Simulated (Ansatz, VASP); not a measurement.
## One calculation of Ti, two programs

```
CELL_PARAMETERS angstrom
2.95000 0.00000 0.00000
-1.47500 2.55477 0.00000
0.00000 0.00000 4.68600
ATOMIC_POSITIONS crystal
Ti 0.33333 0.66667 0.25000
Ti 0.66667 0.33333 0.75000
```

Alike in both runs: task relaxation of cell and atoms; functional PBE; k mesh 18 × 18 × 10; occupations gaussian, width 0.1 eV; no spin polarisation.

|  | VASP | Ansatz |
| --- | --- | --- |
| version | VASP 6.6.1 | Ansatz 0.2.0 |
| potentials or method | VASP PAW PBE potentials, release 64 (Ti_sv), cutoff 600 eV | scalar-relativistic, plane waves, PAW |
| valence electrons in the cell | 24 | 24 |

|  | VASP | Ansatz | Ansatz less VASP |
| --- | --- | --- | --- |
| gap on the k mesh at the Fermi level, each at its own relaxed structure (eV) | none | none | - |
| relaxed volume (Å³/atom) | 17.35 | 17.39 | +0.040 |
| relaxed cell length with the largest relative difference (Å) | 4.646 | 4.651 | +0.0050 |

A gap of «none» marks a metal or a gap that the smearing closes.
